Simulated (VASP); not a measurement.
TaC3: relaxation of cell and atoms with PBE

TaC3:

```
Ta C
1.0
     2.96873    0.00000    0.00000
    -1.48437    2.57100    0.00000
     0.00000    0.00000    6.99155
Ta C
1 3
Cartesian
  0.0000 0.0000 0.0000
  0.0000 1.7140 0.0000
  1.4844 0.8570 0.0000
  0.0000 0.0000 3.4958
```

```yaml
Program: VASP 6.6.1
Task: relaxation of cell and atoms
Functional: PBE
Potentials_or_basis: VASP PAW PBE potentials, release 64 (Ta_pv, C)
Cutoff: 600 eV
k_mesh: 6 × 6 × 4
Occupations: gaussian, width 0.1 eV
Spin: no spin polarisation
Dipole_correction: no
Further_INCAR_settings: ALGO = Normal; EDIFF = 1e-06; IBRION = 2; EDIFFG = -0.04; NSW = 90; ISIF = 3
```

```
Relaxed volume                         : 13.51 Å³/atom
Relaxed cell                           : a = 3.859 Å, b = 3.859 Å, c = 4.190 Å, α = 90.00°, β = 90.00°, γ = 120.00°
Space group after relaxing (to 0.05 Å) : P6/mmm (No. 191)
Energy gained by relaxing              : 4851.3 meV/atom
Ionic steps                            : 18
Pressure after relaxing                : 0.1 GPa
```

Stress tensor (GPa, compression positive):
```
 0.18  0.00  0.00
 0.00  0.18  0.00
 0.00  0.00 -0.15
```

The path:
```tsv
step	energy change (eV)	largest force (eV/Å)	pressure (GPa)	volume (Å³)
1	0.0000	0.0000	145.86	53.36
2	0.3200	0.0000	-18.99	182.63
3	-13.9293	0.0000	-17.21	95.71
4	-14.5431	0.0000	-12.33	89.59
5	-14.7592	0.0000	-2.62	82.40
6	-14.7742	0.0000	-5.06	83.89
7	-14.7719	0.0000	-3.98	83.22
8	-15.3457	0.0000	-5.02	77.36
9	-17.5431	0.0000	-5.19	62.80
10	4.8766	0.0000	256.66	33.28
11	-17.9931	0.0000	-4.09	60.56
12	-18.5902	0.0000	31.12	46.98
13	-19.0192	0.0000	2.04	54.80
14	-19.2688	0.0000	12.07	50.90
15	-18.9045	0.0000	7.35	52.31
16	-19.3222	0.0000	9.72	51.30
17	-19.3950	0.0000	-2.93	55.10
18	-19.4052	0.0000	0.07	54.05
```

Final structure:
```
CELL_PARAMETERS angstrom
3.85946 0.00000 0.00000
-1.92973 3.34239 0.00000
0.00000 0.00000 4.19009
ATOMIC_POSITIONS crystal
Ta 0.00000 0.00000 0.00000
C 0.33333 0.66667 0.00000
C 0.66667 0.33333 0.00000
C 0.00000 0.00000 0.50000
```

Levels at points of the mesh, in eV from the Fermi level:
| k point | band 9 | band 10 | band 11 | band 12 | band 13 | band 14 | band 15 |
| --- | --- | --- | --- | --- | --- | --- | --- |
| (0.00, 0.00, 0.00) | -2.77 | 0.30 | 0.30 | 1.46 | 2.13 | 2.13 | 3.15 |
| (0.50, 0.00, 0.00) | -2.65 | -0.58 | -0.41 | -0.39 | 0.78 | 1.23 | 1.71 |
| (0.00, 0.00, 0.50) | -4.09 | -1.72 | -1.21 | -1.21 | 2.07 | 2.52 | 2.52 |
| (0.50, 0.00, 0.50) | -3.16 | -2.64 | -1.63 | -0.56 | 0.05 | 2.16 | 2.92 |

It took 4.8 min on 1 thread of Intel(R) Xeon(R) Platinum 8488C (Sapphire Rapids), with other jobs on the host, peak memory 0.2 GiB.

Caveat: the k points lie up to 0.37 Å⁻¹ apart in the final cell; spin-orbit coupling is left out, which moves the levels of the heavy elements.
